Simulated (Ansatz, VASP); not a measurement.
**Two plane-wave programs on PtS2**

The input INCAR:

```
SYSTEM = PtS2
PREC = Accurate
ENCUT = 520
EDIFF = 1E-7
ISMEAR = -1
SIGMA = 0.02
LREAL = .FALSE.
LASPH = .TRUE.
NELM = 80
ALGO = Normal
ISIF = 2
LWAVE = .FALSE.
LCHARG = .FALSE.
GGA = PE
NBANDS = 18
```

KPOINTS

```
Automatic mesh
0
G
  12 12 6
  0 0 0
```

File POSCAR:

```
PtS2
1.0
    3.4993519562      0.0000000000      0.0000000000
   -1.7496759781      3.0305276908      0.0000000000
    0.0000000000      0.0000000000      5.3057213562
Pt S
1 2
Direct
    0.0000000000      0.0000000000      0.0000000000
    0.3333333333      0.6666666667      0.2367267124
    0.6666666667      0.3333333333      0.7632732876
```

Input for Ansatz:

```yaml
crystal:
  lattice:
    - [3.4993519562, 0.0, 0.0]
    - [-1.7496759781, 3.0305276908, 0.0]
    - [0.0, 0.0, 5.3057213562]
  atoms:
    - { symbol: Pt, position: [0.0, 0.0, 0.0] }
    - { symbol: S, position: [0.3333333333, 0.6666666667, 0.2367267124] }
    - { symbol: S, position: [0.6666666667, 0.3333333333, 0.7632732876] }
kpoints:
  mp_grid: { grid: [12, 12, 6] }
  band_path:
    path:
      - [0.0, 0.0, 0.0]
      - [0.5, 0.0, 0.0]
      - [0.3333333333, 0.3333333333, 0.0]
      - [0.0, 0.0, 0.5]
      - [0.5, 0.0, 0.5]
      - [0.3333333333, 0.3333333333, 0.5]
      - [0.0, 0.25, 0.3333333333]
      - [0.0, 0.179688, 0.221354]
      - [0.0, 0.272135, 0.3125]
    npoints: 1
hamiltonian:
  xc: pbe
scf:
  occupations: { method: fermi_dirac, width: 0.02 }
  n_extra_bands: 4
output:
  forces: true
  stress: true
  eigenvalues: true
  write_density: true
  write_potential: true
  elf: true
  volumetric_format: npy
```

Change from the starting cell: epitaxial_xy strain -1.5%.

Alike in both runs: task single point; functional PBE; k mesh 12 × 12 × 6; occupations fermi-dirac, width 0.02 eV; no spin polarisation.

|  | VASP | Ansatz |
| --- | --- | --- |
| version | VASP 6.6.1 | Ansatz 0.2.0 |
| potentials or method | VASP PAW PBE potentials, release 64 (Pt, S) | plane waves, PAW |
| plane-wave cutoff (eV) | 520 | 420 |
| valence electrons in the cell | 22 | 30 |

Ansatz gave:

```
gap on the k mesh at the Fermi level (eV)                     : 0.85
pressure (GPa)                                                : 5.8
traceless stress, the component that is largest in VASP (GPa) : -3.02
rms of the force components (eV/Å)                            : 0.037
```

**Question.** Which values does VASP return?

**Answer.** gap on the k mesh at the Fermi level (eV): 0.86; pressure (GPa): 5.3; traceless stress, the component that is largest in VASP (GPa): -2.90; rms of the force components (eV/Å): 0.017.

Atom by atom the forces differ by 0.020 eV/Å (rms over components). VASP's potentials hold 22 valence electrons a cell and Ansatz's 30, so a difference there can come from the potentials and not from the codes.

Neither program's run includes spin-orbit coupling.
